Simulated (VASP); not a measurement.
# SnGeP6 (P1) in VASP: relaxation of cell and atoms with PBE

Aim: the relaxation of cell and atoms of SnGeP6 with PBE.

Everything below comes from runs of VASP 6.6.1. Logs are shortened: lines on timing, memory, paths and dates and some standing lists are left out, and cuts for length are marked.

## Step 1: The cell of the first run

The typed cell holds 8 atoms: a = 5.564 Å, b = 5.560 Å, c = 5.628 Å, α = 85.35°, β = 83.13°, γ = 84.05°.

## Step 2: Relaxation of cell and atoms, PBE

File INCAR:

```
SYSTEM = SnGeP6
  ALGO = Normal
  EDIFF = 1E-6
  EDIFFG = -0.025
  ENCUT = 600
  GGA = PE
  IBRION = 2
  ISIF = 3
  ISMEAR = 0
  KPAR = 4
  LASPH = .TRUE.
  LCHARG = .FALSE.
  LREAL = .FALSE.
  LWAVE = .FALSE.
  NELM = 100
  NSW = 80
  PREC = Accurate
  SIGMA = 0.2
```

File KPOINTS:

```
k-points
0
G
  6 6 6
  0 0 0
```

File POSCAR:

```
SnGeP6
1.0
    3.7248064005      2.1090256082      3.5547879606
   -3.7216768438      2.2005178210      3.4962937013
    0.0807993589     -4.3612107389      3.5567260009
Sn Ge P
1 1 6
Direct
    0.7658447418      0.7581553803      0.7030924599
    0.2583030687      0.2359360270      0.2505321971
    0.2858379619      0.2934493432      0.7425055356
    0.2354638116      0.7070644278      0.7002471629
    0.2858387635      0.7092385606      0.2994862248
    0.7749856431      0.2950525124      0.3040032892
    0.7008035126      0.7020906070      0.2669066889
    0.6599224968      0.2660131419      0.7002264416
```

Potentials or basis: VASP PAW PBE potentials, release 64 (Sn_d, Ge_d, P).

Command:

```sh
> cat potpaw_PBE.64/Sn_d/POTCAR potpaw_PBE.64/Ge_d/POTCAR potpaw_PBE.64/P/POTCAR > POTCAR
> mpirun -np 4 vasp_std > vasp.out
```

OUTCAR:

```text
SYSTEM = SnGeP6
   EDIFF = 1E-6
   EDIFFG = -0.025
   ENCUT = 600
   GGA = PE
   IBRION = 2
   ISIF = 3
   ISMEAR = 0
   LASPH = .TRUE.
   LREAL = .FALSE.
   NELM = 100
   NSW = 80
   PREC = Accurate

 ion  position               nearest neighbor table
   1  0.766  0.758  0.703-   7 2.57   4 2.60   8 2.82   8 2.86   4 3.00   7 3.14
   2  0.258  0.236  0.251-   6 2.66   5 2.69   3 2.84   3 2.84   5 2.91
   3  0.286  0.293  0.743-   8 2.06   4 2.28   2 2.84   2 2.84
   4  0.235  0.707  0.700-   5 2.24   3 2.28   1 2.60   1 3.00
   5  0.286  0.709  0.299-   4 2.24   7 2.29   2 2.69   2 2.91
   6  0.775  0.295  0.304-   8 2.24   7 2.26   2 2.66
   7  0.701  0.702  0.267-   6 2.26   5 2.29   1 2.57   1 3.14
   8  0.660  0.266  0.700-   3 2.06   6 2.24   1 2.82   1 2.86

  LATTYP: Found a triclinic cell.
 ALAT       =     5.6282312933
 B/A-ratio  =     1.3193872160
 C/A-ratio  =     1.8848311219
 COS(alpha) =     0.0006222848
 COS(beta)  =     0.6358041704
 COS(gamma) =     0.6682868829

  Lattice vectors:

 A1 = (  -0.0807993589,   4.3612107389,  -3.5567260009)
 A2 = (   3.6440070416,   6.4702363471,  -0.0019380403)
 A3 = (  -0.0839289156,   0.0516673097, -10.6078076628)

Analysis of symmetry for initial positions (statically):
=====================================================================
 Subroutine PRICEL returns:
 Original cell was already a primitive cell.

 Routine SETGRP: Setting up the symmetry group for a
 triclinic supercell.

 Subroutine GETGRP returns: Found  1 space group operations
 (whereof  1 operations were pure point group operations)
 out of a pool of  2 trial point group operations.

The static configuration has the point symmetry C_1 .

Analysis of symmetry for dynamics (positions and initial velocities):
=====================================================================
 Subroutine PRICEL returns:
 Original cell was already a primitive cell.

 Routine SETGRP: Setting up the symmetry group for a
 triclinic supercell.

 Subroutine GETGRP returns: Found  1 space group operations
 (whereof  1 operations were pure point group operations)
 out of a pool of  2 trial point group operations.

The dynamic configuration has the point symmetry C_1 .

 Subroutine INISYM returns: Found  1 space group operations
 (whereof  1 operations are pure point group operations),
 and found     1 'primitive' translations

----------------------------------------------------------------------------------------

                                     Primitive cell

  volume of cell :     171.5276

  direct lattice vectors                    reciprocal lattice vectors
     3.724806400  2.109025608  3.554787961     0.134524816  0.078818142  0.093589725
    -3.721676844  2.200517821  3.496293701    -0.134114928  0.075561569  0.095699339
     0.080799359 -4.361210739  3.556726001    -0.002615331 -0.153052898  0.093545406

  length of vectors
     5.564053305  5.560326147  5.628231293     0.181846809  0.181258733  0.179395575

  position of ions in fractional coordinates (direct lattice)
     0.765844742  0.758155380  0.703092460
     0.258303069  0.235936027  0.250532197
     0.285837962  0.293449343  0.742505536
     0.235463812  0.707064428  0.700247163
     0.285838764  0.709238561  0.299486225
     0.774985643  0.295052512  0.304003289
     0.700803513  0.702090607  0.266906689
     0.659922497  0.266013142  0.700226442

  ion indices of the primitive-cell ions
   primitive index   ion index
                 1           1
                 2           2
                 3           3
                 4           4
                 5           5
                 6           6
                 7           7
                 8           8

----------------------------------------------------------------------------------------

 KPOINTS: k-points

Automatic generation of k-mesh.
 Grid dimensions read from file:
 generate k-points for:    6    6    6

 Generating k-lattice:

  Cartesian coordinates                     Fractional coordinates (reciprocal lattice)
     0.022420803  0.013136357  0.015598287     0.166666667  0.000000000  0.000000000
    -0.022352488  0.012593595  0.015949890     0.000000000  0.166666667  0.000000000
    -0.000435888 -0.025508816  0.015590901    -0.000000000 -0.000000000  0.166666667

  Length of vectors
     0.030307802  0.030209789  0.029899263

  Shift w.r.t. Gamma in fractional coordinates (k-lattice)
     0.000000000  0.000000000  0.000000000

 Subroutine IBZKPT returns following result:
 ===========================================

 Found    112 irreducible k-points:

 Following reciprocal coordinates:
            Coordinates               Weight
  0.000000  0.000000  0.000000      1.000000
  0.166667  0.000000  0.000000      2.000000
  0.333333  0.000000 -0.000000      2.000000
  0.500000  0.000000 -0.000000      1.000000
  0.000000  0.166667 -0.000000      2.000000
  0.166667  0.166667  0.000000      2.000000
[... 16 lines left out ...]
  0.333333 -0.000000  0.166667      2.000000
  0.500000  0.000000  0.166667      2.000000
 [... further k-points ...]
   k-points           NKPTS =    112   k-points in BZ     NKDIM =    112   number of bands    NBANDS=     34
   number of dos      NEDOS =    301   number of ions     NIONS =      8
   total plane-waves  NPLWV = 110592
   dimension x,y,z NGX =    48 NGY =   48 NGZ =   48
   dimension x,y,z NGXF=    96 NGYF=   96 NGZF=   96
   ions per type =               1   1   6
   NGX,Y,Z   is equivalent  to a cutoff of  14.34, 14.35, 14.18 a.u.
   NGXF,Y,Z  is equivalent  to a cutoff of  28.68, 28.70, 28.36 a.u.
 SYSTEM =  SnGeP6
   PREC   = accura    normal or accurate (medium, high low for compatibility)
   ISTART =      0    job   : 0-new  1-cont  2-samecut
   ICHARG =      2    charge: 1-file 2-atom 10-const
   ISPIN  =      1    spin polarized calculation?
   LNONCOLLINEAR =      F non collinear calculations
   LSORBIT =      F    spin-orbit coupling
   LASPH  =      T    aspherical Exc in radial PAW
   ENCUT  =  600.0 eV  44.10 Ry    6.64 a.u.  11.11 11.11 11.24*2*pi/ulx,y,z
   NELM   =    100;   NELMIN=  2; NELMDL= -5     # of ELM steps
   EDIFF  = 0.1E-05   stopping-criterion for ELM
   LREAL  =      F    real-space projection
   EDIFFG = -.3E-01   stopping-criterion for IOM
   NSW    =     80    number of steps for IOM
   IBRION =      2    ionic relax: 0-MD 1-quasi-New 2-CG
   NFREE  =      1    steps in history (QN), initial steepest desc. (CG)
   ISIF   =      3    stress and relaxation
   ISYM   =      2    0-nonsym 1-usesym 2-fastsym
   POTIM  = 0.5000    time-step for ionic-motion
   TEBEG  =    0.0;   TEEND  =   0.0 temperature during run
   PSTRESS=    0.0 pullay stress
   NELECT =      58.0000    total number of electrons
   NUPDOWN=      -1.0000    fix difference up-down
   EMIN   =  10.00;   EMAX   =-10.00  energy-range for DOS
   EFERMI =   0.00;   METHOD = LEGACY
   ISMEAR =     0;   SIGMA  =   0.20  broadening in eV -4-tet -1-fermi 0-gaus
   EFERMI_NEDOS =   21; number of points for ismear=-14 and -15
   IALGO  =     38    algorithm
   IMIX   =      4    mixing-type and parameters
     AMIX     =   0.40;   BMIX     =  1.00
     AMIX_MAG =   1.60;   BMIX_MAG =  1.00
  volume/ion in A,a.u.               =      21.44       144.69
  Fermi-wavevector in a.u.,A,eV,Ry     =   1.140529  2.155287 17.698534  1.300806
  Thomas-Fermi vector in A             =   2.277231
   LORBIT       =      0    0 simple, 1 ext, 2 COOP (PROOUT), +10 PAW based schemes
   GGA     = PE    functional components
   LHFCALC =     F    Hartree Fock is set to
   AEXX    =    0.0000 exact exchange contribution
   IVDW    =     0    specifies the selected vdW correction
   LEPSILON=     F    determine dielectric tensor
   LRPA    =     F    only Hartree local field effects (RPA)
 conjugate gradient relaxation of ions
 non-spin polarized calculation
 Gauss-broadening in eV      SIGMA  =   0.20
  energy-cutoff  :      600.00
  volume of cell :      171.53
 maximum number of plane-waves:      5748
 NGX is ok and might be reduce to    48
   NGX = 23   NGY = 23   NGZ = 23

--------------------------------------- Ionic step        1  -------------------------------------------

 number of electron      58.0000002 magnetization

 Free energy of the ion-electron system (eV)
  ---------------------------------------------------
  ext. energy  EPLUGINS =         0.00000000
  ---------------------------------------------------
  free energy    TOTEN  =       -39.74866313 eV

  energy without entropy =      -39.71117936  energy(sigma->0) =      -39.72992124

------------------------ aborting loop because EDIFF is reached ----------------------------------------

  FORCE on cell =-STRESS in cart. coord.  units (eV):
  Direction    XX          YY          ZZ          XY          YZ          ZX
  --------------------------------------------------------------------------------------
  -------------------------------------------------------------------------------------
  Total        0.0144901      0.2446602     -2.6878035      1.5770565      0.5487155      3.2451265
  in kB        0.1353471      2.2852828    -25.1058077     14.7307190      5.1253541     30.3115616
  external PRESSURE =      -7.5617259 kB  Pullay stress =       0.0000000 kB
[... 107 lines left out ...]
  FREE ENERGIE OF THE ION-ELECTRON SYSTEM (eV)
  ---------------------------------------------------
  free  energy   TOTEN  =       -40.2441801815 eV

  energy  without entropy=      -40.2128965400  energy(sigma->0) =      -40.22853836

 E-fermi :   6.4570     XC(G=0):  -9.9673

 val. band max:        6.4534783261   @ k =   0.5000   0.5000   0.5000
 cond. band min:       6.4675459567   @ k =   0.0000   0.3333   0.5000
 fundamental gap:      0.0140676306
 Fermi energy:         6.4570090522

 k-point     1 :       0.0000    0.0000    0.0000
  band No.  band energies     occupation
      1     -18.3186      2.00000
      2     -18.3150      2.00000
      3     -18.3117      2.00000
      4     -18.3068      2.00000
      5     -18.3041      2.00000
      6     -15.2881      2.00000
[... 877 lines left out ...]
     33       8.8520      0.00000
     34       9.3300      0.00000

 [... further k-points ...]

[... ionic steps 4 to 19 ...]

--------------------------------------- Ionic step       20  -------------------------------------------

 number of electron      58.0000000 magnetization

------------------------ aborting loop because EDIFF is reached ----------------------------------------
[... 79 lines left out ...]
--------------------------------------- Ionic step       22  -------------------------------------------

 number of electron      58.0000000 magnetization

 Free energy of the ion-electron system (eV)
  ---------------------------------------------------
  ext. energy  EPLUGINS =         0.00000000
  ---------------------------------------------------
  free energy    TOTEN  =       -40.69570159 eV

  energy without entropy =      -40.65920574  energy(sigma->0) =      -40.67745366

 E-fermi :   6.7747     XC(G=0): -10.0856

 val. band max:        6.7680738449   @ k =   0.0000   0.0000   0.3333
 cond. band min:       6.7865557924   @ k =   0.3333   0.0000  -0.0000
 fundamental gap:      0.0184819475
 Fermi energy:         6.7747197486

 k-point     1 :       0.0000    0.0000    0.0000
  band No.  band energies     occupation
      1     -18.0147      2.00000
      2     -18.0145      2.00000
      3     -18.0053      2.00000
      4     -18.0022      2.00000
      5     -18.0020      2.00000
      6     -14.9974      2.00000
[... 877 lines left out ...]
     33       8.9179      0.00000
     34       9.5069      0.00000

 [... further k-points ...]
[... 5 lines left out ...]
  --------------------------------------------------------------------------------------
  -------------------------------------------------------------------------------------
  Total       -0.0120963      0.0464487      0.0549743      0.0028251      0.0227168      0.0265348
  in kB       -0.1207981      0.4638554      0.5489960      0.0282131      0.2268589      0.2649870
  external PRESSURE =       0.2973511 kB  Pullay stress =       0.0000000 kB
[... 23 lines left out ...]
  FREE ENERGIE OF THE ION-ELECTRON SYSTEM (eV)
  ---------------------------------------------------
  free  energy   TOTEN  =       -40.6957015888 eV

  energy  without entropy=      -40.6592057406  energy(sigma->0) =      -40.67745366

 reached required accuracy - stopping structural energy minimisation
```

Run time: 37 min. Hardware: 4 MPI ranks of Intel Xeon Platinum 8488C (Sapphire Rapids), shared host; peak memory 0.89 GiB.

What came out:

| Quantity | Value |
| --- | --- |
| Free energy | -40.6957 eV |
| Relaxed volume | 20.05 Å³/atom |
| Relaxed cell | a = 5.462 Å, b = 5.465 Å, c = 5.471 Å, α = 83.56°, β = 83.51°, γ = 83.66° |
| Space group after relaxing (to 0.1 Å) | R3m (No. 160) |
| Energy gained by relaxing | 118.4 meV/atom |
| Ionic steps | 22 |
| Pressure after relaxing | 0.0 GPa |
| Largest force after relaxing | 0.023 eV/Å |
| Band gap on the k mesh | zero (bands 29 and 30 overlap by 1.96 eV) |

Forces on the atoms (eV/Å):
```
Sn   0.008 -0.003 -0.012
Ge  -0.005  0.003  0.011
P    0.003  0.006 -0.011
P    0.020  0.000  0.011
P   -0.004  0.016 -0.004
P   -0.004  0.001 -0.002
P   -0.006 -0.006 -0.002
P   -0.012 -0.017  0.009
```

The path:
```tsv
step	energy change (eV)	largest force (eV/Å)	pressure (GPa)	volume (Å³)
1	0.0000	2.4669	-0.76	171.53
2	-0.4951	0.9957	-1.32	168.93
3	-0.4955	0.9559	-1.35	169.01
4	-0.7144	0.7465	-0.24	163.92
5	-0.7222	0.9218	0.19	162.76
6	-0.8423	0.5163	-0.23	161.16
7	-0.8661	0.5990	-0.30	160.07
8	-0.9038	0.2560	0.42	158.64
9	-0.9041	0.2592	0.53	158.50
10	-0.9236	0.2438	0.04	159.67
11	-0.9244	0.2550	-0.08	159.98
12	-0.9351	0.1195	0.11	160.29
13	-0.9359	0.1683	0.16	160.40
14	-0.9404	0.1117	-0.21	161.17
15	-0.9407	0.1099	-0.35	161.42
16	-0.9439	0.0670	-0.13	160.96
17	-0.9444	0.0915	0.01	160.70
18	-0.9458	0.0698	0.03	160.56
19	-0.9462	0.0570	0.03	160.45
20	-0.9467	0.0335	-0.02	160.48
21	-0.9467	0.0351	-0.02	160.48
22	-0.9470	0.0228	0.03	160.44
```

Final structure:
```
Sn Ge P
1.0
     3.64278    2.09723    3.48857
    -3.64450    2.09905    3.48907
     0.00258   -4.20839    3.49526
Sn Ge P
1 1 6
Direct
  0.75303 0.75462 0.75393
  0.23713 0.23606 0.23669
  0.28691 0.28711 0.76272
  0.24076 0.69966 0.69969
  0.28715 0.76092 0.28767
  0.76217 0.28702 0.28661
  0.70006 0.69958 0.24106
  0.69979 0.24204 0.69862
```

Caveat: spin-orbit coupling is left out, which moves the levels of the heavy elements.
